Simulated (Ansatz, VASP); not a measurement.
## Two plane-wave programs on Si3Ge2

```
Si Ge
1.0
     3.63107    0.00000    0.00000
    -1.81553    3.14460    0.00000
     0.00000    0.00000   16.16169
Si Ge
6 4
Direct
  0.33333 0.66667 0.00000
  0.33333 0.66667 0.40620
  0.33333 0.66667 0.59380
  0.66667 0.33333 0.31984
  0.66667 0.33333 0.50000
  0.66667 0.33333 0.68016
  0.33333 0.66667 0.22662
  0.33333 0.66667 0.77338
  0.66667 0.33333 0.09159
  0.66667 0.33333 0.90841
```

Alike in both runs: functional PBE; k mesh 6 × 6 × 2; occupations gaussian, width 0.1 eV; no spin polarisation.

Ansatz relaxed the structure, and its values are those at the end. VASP's run is a single point on that final structure, the one shown.

```csv
,VASP,Ansatz
version,VASP 6.6.1,Ansatz 0.2.0
potentials or method,"VASP PAW PBE potentials, release 64 (Si, Ge_d), cutoff 520 eV","scalar-relativistic, plane waves, PAW"
valence electrons in the cell,80,80
```

|  | VASP | Ansatz | Ansatz less VASP |
| --- | --- | --- | --- |
| gap on the k mesh at the Fermi level (eV) | none | none | - |
| pressure (GPa) | -0.1 | 0.0 | +0.10 |
| rms of the force components (eV/Å) | 0.003 | 0.004 | +0.0010 |

A gap of «none» marks a metal or a gap that the smearing closes. With one functional, cell and mesh, what is left measures potentials, basis and numerics.
